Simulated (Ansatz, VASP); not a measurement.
AlN: VASP beside Ansatz

```
Al N
1.0
     3.24210    0.00000    0.00000
    -1.62105    2.80774    0.00000
     0.00000    0.00000    4.34830
Al N
2 2
Direct
  0.33333 0.66667 0.75000
  0.66667 0.33333 0.25000
  0.33333 0.66667 0.25000
  0.66667 0.33333 0.75000
```

Alike in both runs: task single point; functional PBEsol; k mesh 9 × 9 × 6; occupations gaussian, width 0.05 eV; no spin polarisation.

|  | VASP | Ansatz |
| --- | --- | --- |
| version | VASP 6.6.1 | Ansatz 0.2.0 |
| potentials or method | VASP PAW PBE potentials, release 64 (Al, N), cutoff 520 eV | scalar-relativistic, plane waves, PAW |
| valence electrons in the cell | 16 | 16 |

Ansatz gave:

- gap on the k mesh at the Fermi level (eV): 3.08
- least direct gap on the mesh (eV): 3.08
- pressure (GPa): 0.5
- traceless stress, the component that is largest in VASP (GPa): -7.77

Problem. What did VASP give for the same quantities?

Solution. gap on the k mesh at the Fermi level (eV): 3.09; least direct gap on the mesh (eV): 3.09; pressure (GPa): 0.4; traceless stress, the component that is largest in VASP (GPa): -7.86.

VASP's potentials were made for PBE, not for PBEsol.
